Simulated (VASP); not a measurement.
**SnO (Romarchite): single point with PBE**

SnO (Romarchite):

```
CELL_PARAMETERS angstrom
3.88524 0.00000 0.00000
0.00000 3.88524 0.00000
0.00000 0.00000 4.95121
ATOMIC_POSITIONS crystal
Sn 0.50000 0.00000 0.23690
Sn 0.00000 0.50000 0.76310
O 0.00000 0.00000 0.00000
O 0.50000 0.50000 0.00000
```

```json
{
  "Program": "VASP 6.6.1",
  "Task": "single point",
  "Functional": "PBE",
  "Potentials or basis": "VASP PAW PBE potentials, release 64 (Sn_d, O)",
  "Cutoff": "520 eV",
  "k mesh": "6 × 6 × 4",
  "Occupations": "fermi-dirac, width 0.05 eV",
  "Spin": "no spin polarisation"
}
```

```yaml
Pressure: -1.2 GPa
Largest_force: 0.316 eV/Å
Band_gap_on_the_k_mesh: 0.31 eV, indirect (least direct gap 2.00 eV)
```

Forces in eV/Å, atoms in the order of the input:
```
Sn   0.000  0.000 -0.316
Sn   0.000  0.000  0.316
O    0.000  0.000  0.000
O    0.000  0.000  0.000
```

Stress tensor (GPa, compression positive):
```
-1.32  0.00  0.00
 0.00 -1.32  0.00
 0.00  0.00 -1.00
```

Levels at points of the mesh, in eV from the valence-band top:
| k point | band 16 | band 17 | band 18 | band 19 | band 20 | band 21 | band 22 | band 23 | band 24 | band 25 |
| --- | --- | --- | --- | --- | --- | --- | --- | --- | --- | --- |
| (0.00, 0.00, 0.00) | -5.68 | -3.06 | -2.77 | -2.77 | 0.00 | 2.00 | 4.40 | 4.68 | 4.68 | 5.64 |
| (0.50, 0.00, 0.00) | -4.49 | -4.34 | -4.34 | -2.39 | -2.39 | 3.12 | 3.12 | 5.79 | 5.79 | 5.85 |
| (0.50, 0.50, 0.00) | -4.60 | -2.14 | -2.14 | -1.77 | -1.77 | 0.31 | 0.31 | 4.55 | 4.55 | 7.00 |
| (0.00, 0.00, 0.50) | -3.28 | -3.12 | -2.79 | -2.79 | -1.90 | 1.77 | 3.09 | 3.09 | 3.67 | 7.82 |
| (0.50, 0.00, 0.50) | -4.93 | -4.31 | -4.31 | -1.52 | -1.52 | 2.56 | 2.56 | 5.37 | 5.37 | 6.49 |
| (0.50, 0.50, 0.50) | -5.02 | -2.48 | -2.48 | -2.14 | -2.14 | 2.50 | 2.50 | 3.93 | 3.93 | 5.51 |

Wall time 28 s on 1 thread of Intel(R) Xeon(R) 6975P-C (Granite Rapids) (shared host), peak memory 0.2 GiB.

Caveat: spin-orbit coupling is left out, which moves the levels of the heavy elements. A k mesh can miss the band edges.
